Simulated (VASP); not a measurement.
# Re (P6_3/mmc) in VASP: notebook

The runs below take Re through single point, with revPBE.

All numbers are computed with VASP 6.6.1; they aren't measurements. Logs are shortened: lines on timing, memory, paths and dates and some standing lists are left out, and cuts for length are marked.

**1. The cell of the first run**

It takes space group P6_3/mmc (No. 194, hexagonal). The conventional cell has a = 2.668 Å, b = 2.668 Å, c = 4.304 Å, α = 90.00°, β = 90.00°, γ = 120.00°. Re (site symmetry -6m2) has 12 Re at 2.65 to 2.67 Å within 3.5 Å.

**2. Single point, revPBE (13.26 Å³/atom)**

INCAR reads:

```
PREC = Accurate ; ENCUT = 520
EDIFF = 1E-6 ; ISMEAR = -1
SIGMA = 0.1 ; LREAL = F
LASPH = T ; NELM = 100
ALGO = Normal ; ISIF = 2
LWAVE = F ; LCHARG = F
GGA = RE ; NBANDS = 14
```

KPOINTS reads:

```
regular mesh
0
Gamma
  21 21 12
```

POSCAR reads:

```
Re
1.0
    2.6676525781      0.0000000000      0.0000000000
   -1.3338262890      2.3102549011      0.0000000000
    0.0000000000      0.0000000000      4.3035232879
Re
2
Direct
    0.3333333333      0.6666666667      0.2500000000
    0.6666666667      0.3333333333      0.7500000000
```

Potentials or basis: VASP PAW PBE potentials, release 64 (Re).

Launch:

```
$ cat potpaw_PBE.64/Re/POTCAR > POTCAR
$ mpirun -np 1 vasp_std > vasp.out
```

OUTCAR:

```text
PREC = Accurate
   ENCUT = 520
   EDIFF = 1E-6
   ISMEAR = -1
   LREAL = F
   LASPH = T
   NELM = 100
   ISIF = 2
   GGA = RE

 ion  position               nearest neighbor table
   1  0.333  0.667  0.250-   2 2.65   2 2.65   2 2.65   2 2.65   2 2.65   2 2.65
   2  0.667  0.333  0.750-   1 2.65   1 2.65   1 2.65   1 2.65   1 2.65   1 2.65

  LATTYP: Found a hexagonal cell.
 ALAT       =     2.6676525781
 C/A-ratio  =     1.6132247967

  Lattice vectors:

 A1 = (   2.6676525781,   0.0000000000,   0.0000000000)
 A2 = (  -1.3338262890,   2.3102549011,   0.0000000000)
 A3 = (   0.0000000000,   0.0000000000,   4.3035232879)

Analysis of symmetry for initial positions (statically):
=====================================================================
 Subroutine PRICEL returns:
 Original cell was already a primitive cell.

 Routine SETGRP: Setting up the symmetry group for a
 hexagonal supercell.

 Subroutine GETGRP returns: Found 24 space group operations
 (whereof 12 operations were pure point group operations)
 out of a pool of 24 trial point group operations.

The static configuration has the point symmetry D_3d.
 The point group associated with its full space group is D_6h.

Analysis of symmetry for dynamics (positions and initial velocities):
=====================================================================
 Subroutine PRICEL returns:
 Original cell was already a primitive cell.

 Routine SETGRP: Setting up the symmetry group for a
 hexagonal supercell.

 Subroutine GETGRP returns: Found 24 space group operations
 (whereof 12 operations were pure point group operations)
 out of a pool of 24 trial point group operations.

The dynamic configuration has the point symmetry D_3d.
 The point group associated with its full space group is D_6h.

 Subroutine INISYM returns: Found 24 space group operations
 (whereof 12 operations are pure point group operations),
 and found     1 'primitive' translations

----------------------------------------------------------------------------------------

                                     Primitive cell

  volume of cell :      26.5224

  direct lattice vectors                    reciprocal lattice vectors
     2.667652578  0.000000000  0.000000000     0.374861407  0.216426334  0.000000000
    -1.333826289  2.310254901  0.000000000     0.000000000  0.432852669  0.000000000
     0.000000000  0.000000000  4.303523288     0.000000000  0.000000000  0.232367745

  length of vectors
     2.667652578  2.667652578  4.303523288     0.432852669  0.432852669  0.232367745

  position of ions in fractional coordinates (direct lattice)
     0.333333333  0.666666667  0.250000000
     0.666666667  0.333333333  0.750000000

  ion indices of the primitive-cell ions
   primitive index   ion index
                 1           1
                 2           2

----------------------------------------------------------------------------------------

 KPOINTS: regular mesh

Automatic generation of k-mesh.
 Grid dimensions read from file:
 generate k-points for:   21   21   12

 Generating k-lattice:

  Cartesian coordinates                     Fractional coordinates (reciprocal lattice)
     0.017850543  0.010306016  0.000000000     0.047619048  0.000000000  0.000000000
     0.000000000  0.020612032  0.000000000     0.000000000  0.047619048  0.000000000
     0.000000000  0.000000000  0.019363979     0.000000000  0.000000000  0.083333333

  Length of vectors
     0.020612032  0.020612032  0.019363979

  Shift w.r.t. Gamma in fractional coordinates (k-lattice)
     0.000000000  0.000000000  0.000000000

 Subroutine IBZKPT returns following result:
 ===========================================

 Found    336 irreducible k-points:

 Following reciprocal coordinates:
            Coordinates               Weight
  0.000000  0.000000  0.000000      1.000000
  0.047619 -0.000000  0.000000      6.000000
  0.095238 -0.000000  0.000000      6.000000
  0.142857  0.000000  0.000000      6.000000
  0.190476 -0.000000  0.000000      6.000000
  0.238095  0.000000  0.000000      6.000000
[... 16 lines left out ...]
  0.142857  0.095238  0.000000     12.000000
  0.190476  0.095238  0.000000     12.000000
 [... further k-points ...]
   k-points           NKPTS =    336   k-points in BZ     NKDIM =    336   number of bands    NBANDS=     14
   number of dos      NEDOS =    301   number of ions     NIONS =      2
   total plane-waves  NPLWV =  12800
   dimension x,y,z NGX =    20 NGY =   20 NGZ =   32
   dimension x,y,z NGXF=    40 NGYF=   40 NGZF=   64
   ions per type =               2
   NGX,Y,Z   is equivalent  to a cutoff of  12.46, 12.46, 12.36 a.u.
   NGXF,Y,Z  is equivalent  to a cutoff of  24.93, 24.93, 24.72 a.u.
 SYSTEM =  unknown system
   PREC   = accura    normal or accurate (medium, high low for compatibility)
   ISTART =      0    job   : 0-new  1-cont  2-samecut
   ICHARG =      2    charge: 1-file 2-atom 10-const
   ISPIN  =      1    spin polarized calculation?
   LNONCOLLINEAR =      F non collinear calculations
   LSORBIT =      F    spin-orbit coupling
   LASPH  =      T    aspherical Exc in radial PAW
   ENCUT  =  520.0 eV  38.22 Ry    6.18 a.u.   4.96  4.96  8.00*2*pi/ulx,y,z
   NELM   =    100;   NELMIN=  2; NELMDL= -5     # of ELM steps
   EDIFF  = 0.1E-05   stopping-criterion for ELM
   LREAL  =      F    real-space projection
   EDIFFG = 0.1E-04   stopping-criterion for IOM
   NSW    =      0    number of steps for IOM
   IBRION =     -1    ionic relax: 0-MD 1-quasi-New 2-CG
   NFREE  =      0    steps in history (QN), initial steepest desc. (CG)
   ISIF   =      2    stress and relaxation
   ISYM   =      2    0-nonsym 1-usesym 2-fastsym
   POTIM  = 0.5000    time-step for ionic-motion
   TEBEG  =    0.0;   TEEND  =   0.0 temperature during run
   PSTRESS=    0.0 pullay stress
   NELECT =      14.0000    total number of electrons
   NUPDOWN=      -1.0000    fix difference up-down
   EMIN   =  10.00;   EMAX   =-10.00  energy-range for DOS
   EFERMI =   0.00;   METHOD = LEGACY
   ISMEAR =    -1;   SIGMA  =   0.10  broadening in eV -4-tet -1-fermi 0-gaus
   EFERMI_NEDOS =   21; number of points for ismear=-14 and -15
   IALGO  =     38    algorithm
   IMIX   =      4    mixing-type and parameters
     AMIX     =   0.40;   BMIX     =  1.00
     AMIX_MAG =   1.60;   BMIX_MAG =  1.00
  volume/ion in A,a.u.               =      13.26        89.49
  Fermi-wavevector in a.u.,A,eV,Ry     =   1.323061  2.500222 23.816853  1.750489
  Thomas-Fermi vector in A             =   2.452696
   LORBIT       =      0    0 simple, 1 ext, 2 COOP (PROOUT), +10 PAW based schemes
   GGA     = RE    functional components
   LHFCALC =     F    Hartree Fock is set to
   AEXX    =    0.0000 exact exchange contribution
   IVDW    =     0    specifies the selected vdW correction
   LEPSILON=     F    determine dielectric tensor
   LRPA    =     F    only Hartree local field effects (RPA)
 non-spin polarized calculation
  energy-cutoff  :      520.00
  volume of cell :       26.52
 maximum number of plane-waves:       744
 NGX is ok and might be reduce to    20
   NGX =  9   NGY =  9   NGZ = 17

 number of electron      13.9999999 magnetization

 Free energy of the ion-electron system (eV)
  ---------------------------------------------------
  ext. energy  EPLUGINS =         0.00000000
  ---------------------------------------------------
  free energy    TOTEN  =       -23.30399111 eV

  energy without entropy =      -23.25650654  energy(sigma->0) =      -23.28024882

 E-fermi :   9.2914     XC(G=0): -14.2948

 val. band max:        9.2861432331   @ k =   0.1429   0.0952   0.1667
 cond. band min:       9.2919771486   @ k =   0.4762   0.0476   0.5000
 fundamental gap:      0.0058339155
 Fermi energy:         9.2914299485

 k-point     1 :       0.0000    0.0000    0.0000
  band No.  band energies     occupation
      1      -1.2957      2.00000
      2       1.8578      2.00000
      3       7.4009      2.00000
      4       7.4009      2.00000
      5       7.4347      2.00000
      6       8.3944      1.99975
      7       8.3944      1.99975
      8       9.4621      0.30730
      9       9.4621      0.30730
     10      10.1812      0.00027
     11      13.1475      0.00000
     12      13.1475      0.00000
     13      20.7609      0.00000
     14      23.5041      0.00000

 k-point     2 :       0.0476   -0.0000    0.0000
  band No.  band energies     occupation
      1      -1.1897      2.00000
      2       1.9579      2.00000
      3       7.0511      2.00000
      4       7.4991      2.00000
      5       7.7457      2.00000
      6       8.3136      1.99989
      7       8.4878      1.99935
      8       9.2830      1.04219
      9       9.3738      0.60980
     10       9.8298      0.00914
     11      13.2119      0.00000
     12      13.6753      0.00000
     13      20.7763      0.00000
     14      23.7502      0.00000

 k-point     3 :       0.0952   -0.0000    0.0000
  band No.  band energies     occupation
      1      -0.8796      2.00000
      2       2.2436      2.00000
      3       6.6304      2.00000
      4       7.7911      2.00000
      5       7.9962      2.00000
      6       8.1830      1.99997
      7       8.5277      1.99904
      8       8.7652      1.98969
      9       9.1359      1.65147
     10       9.4746      0.27611
     11      13.3792      0.00000
     12      14.7863      0.00000
     13      20.7878      0.00000
     14      24.4528      0.00000
[... 324 lines left out ...]
 k-point    23 :       0.1429    0.0952    0.0000
  band No.  band energies     occupation
      1       0.5141      2.00000
      2       3.3639      2.00000
      3       5.5514      2.00000
      4       6.3268      2.00000
      5       7.4080      2.00000
      6       7.8467      2.00000
      7       8.9499      1.93634
      8       9.2253      1.31925
      9       9.3241      0.83810
     10      10.3275      0.00006
     11      13.7382      0.00000
     12      17.9890      0.00000
     13      20.4800      0.00000
     14      26.8109      0.00000

 k-point    24 :       0.1905    0.0952    0.0000
  band No.  band energies     occupation
      1       1.2131      2.00000
      2       3.6613      2.00000
      3       5.3830      2.00000
      4       5.5208      2.00000
      5       7.2616      2.00000
      6       7.5129      2.00000
      7       8.9574      1.93159
      8       9.4663      0.29638
      9      10.1807      0.00027
     10      11.1949      0.00000
     11      13.8653      0.00000
     12      19.2628      0.00000
     13      20.2340      0.00000
     14      26.2444      0.00000

 [... further k-points ...]

------------------------ aborting loop because EDIFF is reached ----------------------------------------

  FORCE on cell =-STRESS in cart. coord.  units (eV):
  Direction    XX          YY          ZZ          XY          YZ          ZX
  --------------------------------------------------------------------------------------
  -------------------------------------------------------------------------------------
  Total       10.0256759     10.0256759     10.1087259      0.0000000     -0.0000000      0.0000000
  in kB      605.6349306    605.6349306    610.6518499      0.0000000     -0.0000000      0.0000000
  external PRESSURE =     607.3072370 kB  Pullay stress =       0.0000000 kB

 VOLUME and BASIS-vectors are now :
 -----------------------------------------------------------------------------
  energy-cutoff  :      520.00
  volume of cell :       26.52
      direct lattice vectors                 reciprocal lattice vectors
     2.667652578  0.000000000  0.000000000     0.374861407  0.216426334  0.000000000
    -1.333826289  2.310254901  0.000000000     0.000000000  0.432852669  0.000000000
     0.000000000  0.000000000  4.303523288     0.000000000  0.000000000  0.232367745

 POSITION                                       TOTAL-FORCE (eV/Angst)
 -----------------------------------------------------------------------------------
     -0.00000      1.54017      1.07588         0.000000     -0.000000      0.000000
      1.33383      0.77008      3.22764        -0.000000      0.000000      0.000000
 -----------------------------------------------------------------------------------
    total drift:                                0.000000     -0.000000     -0.000000

  FREE ENERGIE OF THE ION-ELECTRON SYSTEM (eV)
  ---------------------------------------------------
  free  energy   TOTEN  =       -23.3039911082 eV

  energy  without entropy=      -23.2565065384  energy(sigma->0) =      -23.28024882
```

Run time: 47 s. Hardware: 1 thread of Intel Xeon 6975P-C (Granite Rapids), shared host; peak memory 0.22 GiB.

What came out:

```yaml
Free_energy: -23.3040 eV
Pressure: 60.7 GPa
Band_gap_on_the_k_mesh: zero (bands 7 and 8 overlap by 3.94 eV)
```

Levels at points of the mesh, in eV from the Fermi level:
```tsv
k point	band 3	band 4	band 5	band 6	band 7	band 8	band 9	band 10	band 11	band 12
(0.00, 0.00, 0.00)	-1.89	-1.89	-1.86	-0.90	-0.90	0.17	0.17	0.89	3.86	3.86
(0.00, 0.00, 0.50)	-2.69	-2.69	-2.03	-2.03	-2.03	-2.03	2.96	2.96	2.96	2.96
```

Caveat: the cell stands under pressure; the PAW data sets were made with another functional, which shifts forces and pressure a little; spin-orbit coupling is left out, which moves the levels of the heavy elements.

**3. Single point, revPBE (13.86 Å³/atom)**

This run uses another cell than the first one, of 13.86 Å³/atom.

INCAR reads:

```
SYSTEM = Re
PREC = Accurate
ENCUT = 520
EDIFF = 1E-7
ISMEAR = -1
SIGMA = 0.1
LREAL = .False.
LASPH = .True.
NELM = 80
ALGO = Normal
ISIF = 2
LWAVE = .False.
LCHARG = .False.
GGA = RE
NBANDS = 14
```

KPOINTS reads:

```
Automatic mesh
0
Gamma
  21 21 12
  0 0 0
```

POSCAR reads:

```
Re
1.0
    2.7074741591      0.0000000000      0.0000000000
   -1.3537370795      2.3447414018      0.0000000000
    0.0000000000      0.0000000000      4.3677644499
Re
2
Direct
    0.3333333333      0.6666666667      0.2500000000
    0.6666666667      0.3333333333      0.7500000000
```

Potentials or basis: VASP PAW PBE potentials, release 64 (Re).

Launch:

```
$ cat potpaw_PBE.64/Re/POTCAR > POTCAR
$ mpirun -np 1 vasp_std > vasp.out
```

Run time: 54 s. Hardware: 1 thread of Intel Xeon 6975P-C (Granite Rapids), shared host; peak memory 0.23 GiB.

It converged, with:

```yaml
Free_energy: -23.6639 eV
Pressure: 35.6 GPa
Band_gap_on_the_k_mesh: zero (bands 7 and 8 overlap by 3.61 eV)
```

Stress tensor (GPa, compression positive):
```
35.49  0.00  0.00
 0.00 35.49  0.00
 0.00  0.00 35.83
```

Levels at points of the mesh, in eV from the Fermi level:
```tsv
k point	band 4	band 5	band 6	band 7	band 8	band 9	band 10	band 11
(0.00, 0.00, 0.00)	-1.75	-1.72	-0.82	-0.82	0.18	0.18	0.76	3.64
(0.00, 0.00, 0.50)	-2.55	-1.89	-1.89	-1.89	-1.89	2.78	2.78	2.78
```

Caveat: the cell stands under pressure; the PAW data sets were made with another functional, which shifts forces and pressure a little; spin-orbit coupling is left out, which moves the levels of the heavy elements.

**4. Single point, revPBE (14.47 Å³/atom)**

This run uses another cell than the first one, of 14.47 Å³/atom.

INCAR reads:

```
SYSTEM = Re
ALGO     = Normal         ! electronic algorithm
EDIFF    = 1E-6           ! SCF threshold, eV
ENCUT    = 520            ! plane-wave cutoff, eV
GGA      = RE             ! functional
ISIF     = 2              ! what is computed and relaxed
ISMEAR   = -1             ! smearing method
LASPH    = .TRUE.         ! aspherical terms in the spheres
LCHARG   = .FALSE.        ! write CHGCAR
LREAL    = .FALSE.        ! projectors in reciprocal space
LWAVE    = .FALSE.        ! write WAVECAR
NBANDS   = 14             ! bands
NELM     = 80             ! most SCF steps
PREC     = Accurate       ! precision mode
SIGMA    = 0.1            ! smearing width, eV
```

KPOINTS reads:

```
k-points
0
G
  21 21 12
  0 0 0
```

POSCAR reads:

```
Re
1.0
    2.7461575877      0.0000000000      0.0000000000
   -1.3730787938      2.3782422337      0.0000000000
    0.0000000000      0.0000000000      4.4301695161
Re
2
Direct
    0.3333333333      0.6666666667      0.2500000000
    0.6666666667      0.3333333333      0.7500000000
```

Launch:

```
$ cat potpaw_PBE.64/Re/POTCAR > POTCAR
$ mpirun -np 1 vasp_std > vasp.out
```

It took 54 s on 1 thread of Intel Xeon 6975P-C (Granite Rapids), shared host; peak memory 0.23 GiB.

Results (log left out):

```yaml
Free_energy: -23.8542 eV
Pressure: 15.5 GPa
Band_gap_on_the_k_mesh: zero (bands 7 and 8 overlap by 3.34 eV)
```

Stress tensor (GPa, compression positive):
```
15.42  0.00  0.00
 0.00 15.42  0.00
 0.00  0.00 15.58
```

Levels at points of the mesh, in eV from the Fermi level:
| k point | band 5 | band 6 | band 7 | band 8 | band 9 | band 10 |
| --- | --- | --- | --- | --- | --- | --- |
| (0.00, 0.00, 0.00) | -1.61 | -0.76 | -0.76 | 0.18 | 0.18 | 0.65 |
| (0.00, 0.00, 0.50) | -1.76 | -1.76 | -1.76 | -1.76 | 2.61 | 2.61 |

Caveat: the cell stands under pressure; the PAW data sets were made with another functional, which shifts forces and pressure a little; spin-orbit coupling is left out, which moves the levels of the heavy elements.

**5. Overview**

| cell | gap on the mesh (eV) | pressure (GPa) |
| --- | --- | --- |
| a = 2.668, b = 2.668, c = 4.304 Å, angles 90.0, 90.0, 120.0°, 2 atoms | none | 60.7 |
| a = 2.707, b = 2.707, c = 4.368 Å, angles 90.0, 90.0, 120.0°, 2 atoms | none | 35.6 |
| a = 2.746, b = 2.746, c = 4.430 Å, angles 90.0, 90.0, 120.0°, 2 atoms | none | 15.5 |

Alike in all rows: task single point; level revPBE; potentials or basis VASP PAW PBE potentials, release 64 (Re); no spin polarisation; k mesh 21 × 21 × 12; cutoff (eV) 520; smearing fermi-dirac 0.1 eV.

Caveats: the cell stands under pressure; the PAW data sets were made with another functional, which shifts forces and pressure a little; spin-orbit coupling is left out, which moves the levels of the heavy elements.

Total energies depend on the potentials used, so only differences within one code and one set of settings carry meaning.
